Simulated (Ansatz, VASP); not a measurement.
One calculation of MnO, two programs

File INCAR:

```
SYSTEM = MnO
PREC = Accurate
ENCUT = 520
EDIFF = 1E-6
ISMEAR = 0
SIGMA = 0.017
LREAL = .False.
LASPH = .True.
NELM = 150
ALGO = Normal
ISIF = 2
LWAVE = .False.
LCHARG = .False.
ISPIN = 2
MAGMOM = 4 0
LORBIT = 11
LMAXMIX = 4
GGA = PE
NBANDS = 20
```

The input KPOINTS:

```
regular mesh
0
Gamma
  10 10 10
  0 0 0
```

Contents of POSCAR:

```
MnO
1.0
    0.0000000000      2.2239077028      2.2239077028
    2.2239077028      0.0000000000      2.2239077028
    2.2239077028      2.2239077028      0.0000000000
Mn O
1 1
Direct
    0.0000000000      0.0000000000      0.0000000000
    0.5000000000      0.5000000000      0.5000000000
```

Contents of input.yaml:

```yaml
crystal:
  lattice:
    - [0.0, 2.2239077028, 2.2239077028]
    - [2.2239077028, 0.0, 2.2239077028]
    - [2.2239077028, 2.2239077028, 0.0]
  atoms:
    - { symbol: Mn, position: [0.0, 0.0, 0.0], spin: 4.0 }
    - { symbol: O, position: [0.5, 0.5, 0.5] }
hamiltonian:
  xc: pbe
  pseudopotentials: { kind: paw }
magnetization:
  spin_polarized: true
kpoints:
  mp_grid: { grid: [10, 10, 10] }
scf:
  occupations: { method: gaussian, width: 0.017 }
output:
  forces: true
  stress: true
  eigenvalues: true
```

Alike in both runs: task single point; functional PBE; k mesh 10 × 10 × 10; occupations gaussian, width 0.017 eV; collinear spin.

|  | VASP | Ansatz |
| --- | --- | --- |
| version | VASP 6.6.1 | Ansatz 0.2.0 |
| potentials or method | VASP PAW PBE potentials, release 64 (Mn_pv, O) | Ansatz PAW |
| plane-wave cutoff (eV) | 520 | 420 |
| valence electrons in the cell | 19 | 21 |

|  | VASP | Ansatz | Ansatz less VASP |
| --- | --- | --- | --- |
| gap on the k mesh at the Fermi level (eV) | none | none | - |
| pressure (GPa) | 0.4 | 0.2 | -0.14 |
| net moment per atom (μB) | 2.40 | 2.40 | 0.000 |
| size of the moment on the site where the two differ most (μB) | 4.36 | 4.07 | -0.285 |

Site moments also hang on the region over which each program counts them. A gap of «none» marks a metal or a gap that the smearing closes. The functional is the same, so the differences come from potentials, cutoffs and numerics. VASP's potentials hold 19 valence electrons a cell and Ansatz's 21, so a difference there can come from the potentials and not from the codes.
